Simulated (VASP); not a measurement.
# AlV2C (P6_3/mmc) in VASP: single point with PBE+D3(BJ)

Aim: the single point of AlV2C with PBE+D3(BJ).

All numbers are computed with VASP 6.6.1; they aren't measurements. Logs are shortened: lines on timing, memory, paths and dates and some standing lists are left out, and cuts for length are marked.

## Step 1: The cell of the first run

It takes space group P6_3/mmc (No. 194, hexagonal). The conventional cell has a = 2.870 Å, b = 2.870 Å, c = 12.987 Å, α = 90.00°, β = 90.00°, γ = 120.00°. Al (site symmetry -6m2) has 6 V at 2.70 Å and 6 Al at 2.87 Å and 6 C at 3.64 Å within 3.7 Å. V (site symmetry 3m) has 3 C at 2.00 Å and 3 Al at 2.70 Å and 9 V at 2.79 to 2.87 Å within 2.9 Å. C (site symmetry -3m) has 6 V at 2.00 Å within 2.6 Å.

## Step 2: Single point, PBE+D3(BJ)

File INCAR:

```
PREC = Accurate
ENCUT = 520
EDIFF = 1E-6
ISMEAR = 0
SIGMA = 0.1
LREAL = False
LASPH = True
NELM = 60
ALGO = Normal
ISIF = 2
LWAVE = False
LCHARG = False
GGA = PE
IVDW = 12
NBANDS = 43
```

File KPOINTS:

```
Automatic mesh
0
Gamma
  15 15 4
```

File POSCAR:

```
AlV2C
1.0
    2.8698353130      0.0000000000      0.0000000000
   -1.4349176565      2.4853502858      0.0000000000
    0.0000000000      0.0000000000     12.9865131504
Al V C
2 4 2
Direct
    0.3333333333      0.6666666667      0.2500000000
    0.6666666667      0.3333333333      0.7500000000
    0.3333333333      0.6666666667      0.5861985928
    0.6666666667      0.3333333333      0.4138014072
    0.6666666667      0.3333333333      0.0861985928
    0.3333333333      0.6666666667      0.9138014072
    0.0000000000      0.0000000000      0.0000000000
    0.0000000000      0.0000000000      0.5000000000
```

Potentials or basis: VASP PAW PBE potentials, release 64 (Al, V_sv, C).

Started as:

```
cat potpaw_PBE.64/Al/POTCAR potpaw_PBE.64/V_sv/POTCAR potpaw_PBE.64/C/POTCAR > POTCAR
mpirun -np 1 vasp_std > vasp.out
```

OUTCAR:

```text
PREC = Accurate
   ENCUT = 520
   EDIFF = 1E-6
   ISMEAR = 0
   LREAL = False
   LASPH = True
   NELM = 60
   ISIF = 2
   GGA = PE
   IVDW = 12
 IVDW          = 12

 ion  position               nearest neighbor table
   1  0.333  0.667  0.250-   4 2.70   5 2.70   4 2.70   5 2.70   4 2.70   5 2.70
   2  0.667  0.333  0.750-   3 2.70   6 2.70   3 2.70   6 2.70   3 2.70   6 2.70
   3  0.333  0.667  0.586-   8 2.00   8 2.00   8 2.00   2 2.70   2 2.70   2 2.70   4 2.79   4 2.79
                             4 2.79
   4  0.667  0.333  0.414-   8 2.00   8 2.00   8 2.00   1 2.70   1 2.70   1 2.70   3 2.79   3 2.79
                             3 2.79
   5  0.667  0.333  0.086-   7 2.00   7 2.00   7 2.00   1 2.70   1 2.70   1 2.70   6 2.79   6 2.79
                             6 2.79
   6  0.333  0.667  0.914-   7 2.00   7 2.00   7 2.00   2 2.70   2 2.70   2 2.70   5 2.79   5 2.79
                             5 2.79
   7  0.000  0.000  0.000-   5 2.00   6 2.00   5 2.00   6 2.00   5 2.00   6 2.00
   8  0.000  0.000  0.500-   3 2.00   4 2.00   4 2.00   3 2.00   4 2.00   3 2.00

  LATTYP: Found a hexagonal cell.
 ALAT       =     2.8698353130
 C/A-ratio  =     4.5251771388

  Lattice vectors:

 A1 = (   2.8698353130,   0.0000000000,   0.0000000000)
 A2 = (  -1.4349176565,   2.4853502858,   0.0000000000)
 A3 = (   0.0000000000,   0.0000000000,  12.9865131504)

Analysis of symmetry for initial positions (statically):
=====================================================================
 Subroutine PRICEL returns:
 Original cell was already a primitive cell.

 Routine SETGRP: Setting up the symmetry group for a
 hexagonal supercell.

 Subroutine GETGRP returns: Found 24 space group operations
 (whereof 12 operations were pure point group operations)
 out of a pool of 24 trial point group operations.

The static configuration has the point symmetry D_3d.
 The point group associated with its full space group is D_6h.

Analysis of symmetry for dynamics (positions and initial velocities):
=====================================================================
 Subroutine PRICEL returns:
 Original cell was already a primitive cell.

 Routine SETGRP: Setting up the symmetry group for a
 hexagonal supercell.

 Subroutine GETGRP returns: Found 24 space group operations
 (whereof 12 operations were pure point group operations)
 out of a pool of 24 trial point group operations.

The dynamic configuration has the point symmetry D_3d.
[... 117 lines left out ...]
   NFREE  =      0    steps in history (QN), initial steepest desc. (CG)
   ISIF   =      2    stress and relaxation
   ISYM   =      2    0-nonsym 1-usesym 2-fastsym
   POTIM  = 0.5000    time-step for ionic-motion
   TEBEG  =    0.0;   TEEND  =   0.0 temperature during run
   PSTRESS=    0.0 pullay stress
   NELECT =      66.0000    total number of electrons
   NUPDOWN=      -1.0000    fix difference up-down
   EMIN   =  10.00;   EMAX   =-10.00  energy-range for DOS
   EFERMI =   0.00;   METHOD = LEGACY
   ISMEAR =     0;   SIGMA  =   0.10  broadening in eV -4-tet -1-fermi 0-gaus
   EFERMI_NEDOS =   21; number of points for ismear=-14 and -15
   IALGO  =     38    algorithm
   IMIX   =      4    mixing-type and parameters
     AMIX     =   0.40;   BMIX     =  1.00
     AMIX_MAG =   1.60;   BMIX_MAG =  1.00
  volume/ion in A,a.u.               =      11.58        78.13
  Fermi-wavevector in a.u.,A,eV,Ry     =   1.462212  2.763181 29.090137  2.138065
  Thomas-Fermi vector in A             =   2.578452
   LORBIT       =      0    0 simple, 1 ext, 2 COOP (PROOUT), +10 PAW based schemes
   GGA     = PE    functional components
   LHFCALC =     F    Hartree Fock is set to
   AEXX    =    0.0000 exact exchange contribution
   IVDW    =    12    specifies the selected vdW correction
   LEPSILON=     F    determine dielectric tensor
   LRPA    =     F    only Hartree local field effects (RPA)
 non-spin polarized calculation
 Gauss-broadening in eV      SIGMA  =   0.10
  energy-cutoff  :      520.00
  volume of cell :       92.63
 maximum number of plane-waves:      2545
 NGX is ok and might be reduce to    24
   NGX = 11   NGY = 11   NGZ = 49

 number of electron      66.0000026 magnetization

 Free energy of the ion-electron system (eV)
  ---------------------------------------------------
  ext. energy  EPLUGINS =         0.00000000
  ---------------------------------------------------
  free energy    TOTEN  =       -66.04674536 eV

  energy without entropy =      -66.02174031  energy(sigma->0) =      -66.03424283

 E-fermi :   9.9045     XC(G=0): -12.3307

 val. band max:        9.8993431209   @ k =   0.1333   0.0667   0.5000
 cond. band min:       9.9058044090   @ k =   0.2000  -0.0000   0.2500
 fundamental gap:      0.0064612882
 Fermi energy:         9.9044863500

 k-point     1 :       0.0000    0.0000    0.0000
  band No.  band energies     occupation
      1     -54.4705      2.00000
      2     -54.4704      2.00000
      3     -54.4064      2.00000
      4     -54.4063      2.00000
      5     -28.5410      2.00000
      6     -28.5383      2.00000
[... 1093 lines left out ...]
     42      12.2582      0.00000
     43      12.6017      0.00000

 [... further k-points ...]

------------------------ aborting loop because EDIFF is reached ----------------------------------------

 Edisp (eV)   -3.83669

 E8    (eV) :    -1.6998

  FORCE on cell =-STRESS in cart. coord.  units (eV):
  Direction    XX          YY          ZZ          XY          YZ          ZX
  --------------------------------------------------------------------------------------
  -------------------------------------------------------------------------------------
  Total       0.22086     0.22086     0.19351     0.00000     0.00000     0.00000
  in kB       3.82017     3.82017     3.34724     0.00000     0.00000     0.00000
  external pressure =        3.66 kB  Pullay stress =        0.00 kB

 VOLUME and BASIS-vectors are now :
 -----------------------------------------------------------------------------
  energy-cutoff  :      520.00
  volume of cell :       92.63
      direct lattice vectors                 reciprocal lattice vectors
     2.869835313  0.000000000  0.000000000     0.348452051  0.201178885  0.000000000
    -1.434917656  2.485350286  0.000000000     0.000000000  0.402357771  0.000000000
     0.000000000  0.000000000 12.986513150     0.000000000  0.000000000  0.077002964

 POSITION                                       TOTAL-FORCE (eV/Angst)
 -----------------------------------------------------------------------------------
     -0.00000      1.65690      3.24663         0.000000      0.000000     -0.000000
      1.43492      0.82845      9.73988        -0.000000      0.000000     -0.000000
     -0.00000      1.65690      7.61268        -0.000000     -0.000000      0.051734
      1.43492      0.82845      5.37384         0.000000      0.000000     -0.051734
      1.43492      0.82845      1.11942         0.000000     -0.000000      0.051734
     -0.00000      1.65690     11.86709        -0.000000      0.000000     -0.051734
      0.00000      0.00000      0.00000         0.000000      0.000000     -0.000000
      0.00000      0.00000      6.49326         0.000000      0.000000     -0.000000
 -----------------------------------------------------------------------------------
    total drift:                               -0.000000      0.000000     -0.000000

  FREE ENERGIE OF THE ION-ELECTRON SYSTEM (eV)
  ---------------------------------------------------
  free  energy   TOTEN  =       -69.8834364032 eV

  energy  without entropy=      -69.8584313573  energy(sigma->0) =      -69.87093388
```

Wall time 6.7 min (1 thread of Intel Xeon 8259CL, shared host); peak memory 0.41 GiB.

What came out:

```yaml
Free_energy: -69.8834 eV
Pressure: 0.4 GPa
Largest_force: 0.052 eV/Å
Band_gap_on_the_k_mesh: zero (bands 33 and 34 overlap by 1.72 eV)
Dispersion_energy_per_atom: -0.480 eV
```

Forces on the atoms (eV/Å):
```
Al   0.000  0.000  0.000
Al   0.000  0.000  0.000
V    0.000  0.000  0.052
V    0.000  0.000 -0.052
V    0.000  0.000  0.052
V    0.000  0.000 -0.052
C    0.000  0.000  0.000
C    0.000  0.000  0.000
```
